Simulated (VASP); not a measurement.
Here is a VASP 6.6.1 calculation.

Contents of INCAR:

```
ALGO = Normal ; EDIFF = 1E-7
EDIFFG = -0.005 ; ENCUT = 500
GGA = PE ; GGA_COMPAT = F
IBRION = 2 ; ISIF = 3
ISMEAR = 0 ; LASPH = T
LCHARG = F ; LREAL = F
LWAVE = F ; NELM = 120
NELMIN = 4 ; NSW = 100
PREC = Accurate ; SIGMA = 0.1
```

Contents of KPOINTS:

```
k-points
0
Gamma
  10 10 10
```

File POSCAR:

```
HfSi2
1.0
    1.8527750895     -7.2693202478      0.0000000000
    1.8527750895      7.2693202478      0.0000000000
    0.0000000000      0.0000000000      3.6512293048
Hf Si
2 4
Direct
    0.8951299691      0.1048700309      0.2500000000
    0.1048700309      0.8951299691      0.7500000000
    0.5545916479      0.4454083521      0.2500000000
    0.4454083521      0.5545916479      0.7500000000
    0.2501190797      0.7498809203      0.2500000000
    0.7498809203      0.2501190797      0.7500000000
```

Potentials or basis: VASP PAW PBE potentials, release 64 (Hf_pv, Si).

Command:

```sh
$ cat potpaw_PBE.64/Hf_pv/POTCAR potpaw_PBE.64/Si/POTCAR > POTCAR
$ mpirun -np 1 vasp_std > vasp.out
```

(1) Estimate the space group after relaxing (to 0.1 Å).

(2) What does it give for the relaxed volume?

(3) What does it give for the band gap on the k mesh?

Results:

(1) Cmcm (No. 63).

(2) 16.39 Å³/atom.

(3) zero (bands 18 and 19 overlap by 0.91 eV).

Caveat: spin-orbit coupling is left out, which moves the levels of the heavy elements.
